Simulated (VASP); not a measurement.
Here is a VASP 6.6.1 calculation.

Contents of INCAR:

```
SYSTEM = HfN
ALGO = Normal
EDIFF = 1E-6
ENCUT = 520
GGA = PE
ISIF = 2
ISMEAR = 0
LASPH = .TRUE.
LCHARG = .FALSE.
LREAL = .FALSE.
LWAVE = .FALSE.
NBANDS = 14
NELM = 60
PREC = Accurate
SIGMA = 0.15
```

KPOINTS

```
k-points
0
G
  22 22 22
  0 0 0
```

The input POSCAR:

```
HfN
1.0
    0.0000000000      2.1602017307      2.1602017307
    2.1602017307      0.0000000000      2.1602017307
    2.1602017307      2.1602017307      0.0000000000
Hf N
1 1
Direct
    0.0000000000      0.0000000000      0.0000000000
    0.5000000000      0.5000000000      0.5000000000
```

Potentials or basis: VASP PAW PBE potentials, release 64 (Hf_pv, N).

Command:

```sh
$ cat potpaw_PBE.64/Hf_pv/POTCAR potpaw_PBE.64/N/POTCAR > POTCAR
$ mpirun -np 1 vasp_std > vasp.out
```

Problem. What does it give for the pressure?

Solution. 53.7 GPa.

Problem. Estimate the band gap on the k mesh.

Solution. Zero (an odd number of electrons rules out a gap without spin polarisation).

Caveat: the cell differs from its parent crystal (strain -0.050 along x and y, -0.050 along z); the cell stands under pressure; spin-orbit coupling is left out, which moves the levels of the heavy elements.
